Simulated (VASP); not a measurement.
# Sn2F (P-3m1) in VASP: a series of runs, part 2 of 2

VASP 6.6.1. The steps go on from the part before.

## 4. Relaxation of cell and atoms, PBE

The input, INCAR:

```
SYSTEM = Sn2F
ALGO = Normal
EDIFF = 1E-6
EDIFFG = -0.04
ENCUT = 600
GGA = PE
IBRION = 2
ISIF = 3
ISMEAR = 0
LASPH = .True.
LCHARG = .False.
LREAL = .False.
LWAVE = .False.
NELM = 100
NSW = 90
PREC = Accurate
SIGMA = 0.1
```

The input, KPOINTS:

```
k-points
0
Gamma
  6 6 6
  0 0 0
```

The input, POSCAR:

```
Sn2F
1.0
    4.6102144692      0.0000000000      0.0000000000
   -2.3051072346      3.9925628472      0.0000000000
    0.0000000000      0.0000000000      3.5303329524
Sn F
2 1
Direct
    0.3333333333      0.6666666667      0.2357149607
    0.6666666667      0.3333333333      0.7642850393
    0.0000000000      0.0000000000      0.0000000000
```

Potentials or basis: VASP PAW PBE potentials, release 64 (Sn_d, F).

Command:

```sh
> cat potpaw_PBE.64/Sn_d/POTCAR potpaw_PBE.64/F/POTCAR > POTCAR
> mpirun -np 1 vasp_std > vasp.out
```

OUTCAR:

```text
SYSTEM = Sn2F
   EDIFF = 1E-6
   EDIFFG = -0.04
   ENCUT = 600
   GGA = PE
   IBRION = 2
   ISIF = 3
   ISMEAR = 0
   LASPH = .True.
   LREAL = .False.
   NELM = 100
   NSW = 90
   PREC = Accurate

 ion  position               nearest neighbor table
   1  0.333  0.667  0.236-   3 2.79   3 2.79   3 2.79   2 3.14   2 3.14   2 3.14   2 3.25   2 3.25
                             2 3.25
   2  0.667  0.333  0.764-   3 2.79   3 2.79   3 2.79   1 3.14   1 3.14   1 3.14   1 3.25   1 3.25
                             1 3.25
   3  0.000  0.000  0.000-   1 2.79   2 2.79   1 2.79   2 2.79   2 2.79   1 2.79

  LATTYP: Found a hexagonal cell.
 ALAT       =     4.6102144692
 C/A-ratio  =     0.7657632798

  Lattice vectors:

 A1 = (   4.6102144692,   0.0000000000,   0.0000000000)
 A2 = (  -2.3051072346,   3.9925628472,   0.0000000000)
 A3 = (   0.0000000000,   0.0000000000,   3.5303329524)

Analysis of symmetry for initial positions (statically):
=====================================================================
 Subroutine PRICEL returns:
 Original cell was already a primitive cell.

 Routine SETGRP: Setting up the symmetry group for a
 hexagonal supercell.

 Subroutine GETGRP returns: Found 12 space group operations
 (whereof 12 operations were pure point group operations)
[... 171 lines left out ...]

  FORCE on cell =-STRESS in cart. coord.  units (eV):
  Direction    XX          YY          ZZ          XY          YZ          ZX
  --------------------------------------------------------------------------------------
  -------------------------------------------------------------------------------------
  Total        0.5904380      0.5904380     -1.3494729      0.0000000     -0.0000000      0.0000000
  in kB       14.5578186     14.5578186    -33.2725570      0.0000000     -0.0000000      0.0000000
  external PRESSURE =      -1.3856399 kB  Pullay stress =       0.0000000 kB
[... 283 lines left out ...]
--------------------------------------- Ionic step        9  -------------------------------------------

 number of electron      34.9999995 magnetization

 Free energy of the ion-electron system (eV)
  ---------------------------------------------------
  ext. energy  EPLUGINS =         0.00000000
  ---------------------------------------------------
  free energy    TOTEN  =       -11.87282961 eV

  energy without entropy =      -11.85998700  energy(sigma->0) =      -11.86640830

 E-fermi :   6.7462     XC(G=0): -10.2212

 val. band max:        6.7254919748   @ k =   0.0000   0.1667   0.3333
 cond. band min:       6.7824293456   @ k =   0.1667   0.1667   0.3333
 fundamental gap:      0.0569373708
 Fermi energy:         6.7461667295

 k-point     1 :       0.0000    0.0000    0.0000
  band No.  band energies     occupation
      1     -15.4661      2.00000
      2     -14.9530      2.00000
      3     -14.8703      2.00000
      4     -14.8703      2.00000
      5     -14.8258      2.00000
      6     -14.8258      2.00000
[... 565 lines left out ...]
     20       9.6139      0.00000
     21      10.7394      0.00000

 [... further k-points ...]
[... 5 lines left out ...]
  --------------------------------------------------------------------------------------
  -------------------------------------------------------------------------------------
  Total        0.0412751      0.0412751      0.0588457      0.0000000      0.0000000      0.0000000
  in kB        1.0354873      1.0354873      1.4762894      0.0000000      0.0000000      0.0000000
  external PRESSURE =       1.1824213 kB  Pullay stress =       0.0000000 kB
[... 18 lines left out ...]
  FREE ENERGIE OF THE ION-ELECTRON SYSTEM (eV)
  ---------------------------------------------------
  free  energy   TOTEN  =       -11.8728296062 eV

  energy  without entropy=      -11.8599870003  energy(sigma->0) =      -11.86640830

 reached required accuracy - stopping structural energy minimisation
```

OSZICAR:

```text
N       E                     dE             d eps       ncg     rms          rms(c)
DAV:   1     0.329918249978E+03    0.32992E+03   -0.19440E+04  1428   0.270E+03
DAV:   2     0.281705322048E+02   -0.30175E+03   -0.29385E+03  1498   0.567E+02
DAV:   3    -0.114349263602E+02   -0.39605E+02   -0.38492E+02  1692   0.182E+02
DAV:   4    -0.129491718628E+02   -0.15142E+01   -0.15116E+01  1518   0.379E+01
[... 78 lines left out ...]
DAV:   3    -0.118728824193E+02    0.15065E-03   -0.10111E-03  1873   0.469E-01    0.501E-02
DAV:   4    -0.118728379352E+02    0.44484E-04   -0.19860E-04  1984   0.199E-01    0.193E-02
DAV:   5    -0.118728318319E+02    0.61033E-05   -0.18973E-05  1899   0.483E-02    0.837E-03
DAV:   6    -0.118728299761E+02    0.18558E-05   -0.20090E-06  1043   0.166E-02    0.272E-03
DAV:   7    -0.118728296062E+02    0.36986E-06   -0.41659E-07   739   0.729E-03
   9 F= -.11872830E+02 E0= -.11866408E+02  d E =-.625086E-03
```

It took 6.7 min on 1 thread of Oxide Virtual Turin-like, shared host; peak memory 0.21 GiB.

What came out:

```
Free energy                           : -11.8728 eV
Relaxed volume                        : 21.29 Å³/atom
Relaxed cell                          : a = 4.748 Å, b = 4.748 Å, c = 3.271 Å, α = 90.00°, β = 90.00°, γ = 120.00°
Space group after relaxing (to 0.1 Å) : P-3m1 (No. 164)
Energy gained by relaxing             : 24.9 meV/atom
Ionic steps                           : 9
Pressure after relaxing               : 0.1 GPa
Largest force after relaxing          : 0.032 eV/Å
Band gap on the k mesh                : zero (an odd number of electrons rules out a gap without spin polarisation)
```

Forces on the atoms (eV/Å):
```
Sn   0.000  0.000 -0.032
Sn   0.000  0.000  0.032
F    0.000  0.000  0.000
```

Step by step:
```
step  energy change (eV)  largest force (eV/Å)  pressure (GPa)  volume (Å³)
   1              0.0000                0.0656           -0.14        64.98
   2             -0.0349                0.0146           -0.23        64.78
   3             -0.0711                0.0838           -0.13        64.03
   4             -0.0731                0.0630           -0.27        64.25
   5             -0.0734                0.0695           -0.21        64.19
   6             -0.0734                0.0713           -0.22        64.17
   7             -0.0741                0.0507            0.16        63.78
   8             -0.0741                0.0496            0.19        63.75
   9             -0.0747                0.0321            0.12        63.86
```

Final structure:
```xyz
3
Lattice="4.7479 0.0000 0.0000 -2.3739 4.1118 0.0000 0.0000 0.0000 3.2714" Properties=species:S:1:pos:R:3 pbc="T T T"
Sn    0.0000    2.7412    0.7694
Sn    2.3739    1.3706    2.5020
F     4.7479    0.0000    0.0000
```

Levels at points of the mesh, in eV from the Fermi level:
```
           k point  band 13  band 14  band 15  band 16  band 17  band 18  band 19  band 20  band 21
(0.00, 0.00, 0.00)    -4.35    -4.35    -3.71    -2.96    -1.60    -1.60     3.41     4.14     4.14
(0.50, 0.00, 0.00)    -7.37    -5.06    -3.19    -3.13    -0.81     0.50     4.99     6.01     6.06
(0.00, 0.00, 0.50)    -6.60    -4.06    -4.06    -3.22     0.52     0.62     1.63     1.63     2.41
(0.50, 0.00, 0.50)    -5.51    -4.62    -4.28    -3.15    -2.82    -1.92     1.39     2.29     4.39
```

Caveat: spin-orbit coupling is left out, which moves the levels of the heavy elements.

## 5. Summary

| task | cell | k mesh | cutoff (eV) | gap on the mesh (eV) | pressure (GPa) | largest force (eV/Å) |
| --- | --- | --- | --- | --- | --- | --- |
| single point | a = 4.610, b = 4.610, c = 3.530 Å, angles 90.0, 90.0, 120.0°, 3 atoms, atomic positions A | 6 × 6 × 4 | 520 | none | 0.0 | - |
| single point | a = 4.753, b = 4.753, c = 3.284 Å, angles 90.0, 90.0, 120.0°, 3 atoms, atomic positions B | 6 × 6 × 6 | 520 | none | -0.2 | 0.01 |
| relaxation of cell and atoms | relaxed from a = 4.610, b = 4.610, c = 3.530 Å, angles 90.0, 90.0, 120.0°, 3 atoms, atomic positions A | 6 × 6 × 6 | 600 | none | 0.1 | 0.03 |

Alike in all rows: level PBE; potentials or basis VASP PAW PBE potentials, release 64 (Sn_d, F); no spin polarisation; smearing gaussian 0.1 eV.

Caveats: some runs use coarse meshes; spin-orbit coupling is left out, which moves the levels of the heavy elements.

Total energies depend on the potentials used, so only differences within one code and one set of settings carry meaning.

The gap in the log of VASP goes by the Fermi energy; the results here count the filled bands.